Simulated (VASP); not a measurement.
A run of VASP 6.6.1 is set up as follows.

The input INCAR:

```
  PREC = Accurate
  ENCUT = 520
  EDIFF = 1E-7
  ISMEAR = 0
  SIGMA = 0.05
  LREAL = False
  LASPH = True
  NELM = 60
  ALGO = Normal
  ISIF = 2
  LWAVE = False
  LCHARG = False
  GGA = PE
  NBANDS = 25
```

Contents of KPOINTS:

```
regular mesh
0
Gamma
  6 6 6
```

Contents of POSCAR:

```
SiO2
1.0
   -2.4505350379      2.4505350379      3.7816254373
    2.4505350379     -2.4505350379      3.7816254373
    2.4505350379      2.4505350379     -3.7816254373
Si O
2 4
Direct
    0.0000000000      0.0000000000      0.0000000000
    0.7500000000      0.2500000000      0.5000000000
    0.9670112602      0.6250000000      0.8420112602
    0.3750000000      0.2170112602      0.3420112602
    0.7829887398      0.1250000000      0.1579887398
    0.8750000000      0.0329887398      0.6579887398
```

Potentials or basis: VASP PAW PBE potentials, release 64 (Si, O).

The run is started by

```bash
$ cat potpaw_PBE.64/Si/POTCAR potpaw_PBE.64/O/POTCAR > POTCAR
$ mpirun -np 1 vasp_std > vasp.out
```

(1) What does it give for the pressure?

(2) Predict the band gap on the k mesh.

(3) Predict the largest force.

Results:

(1) 4.2 GPa.

(2) 5.82 eV, direct.

(3) 0.308 eV/Å.

Caveat: the cell differs from its parent crystal (strain -0.025 along x and y, +0.025 along z).
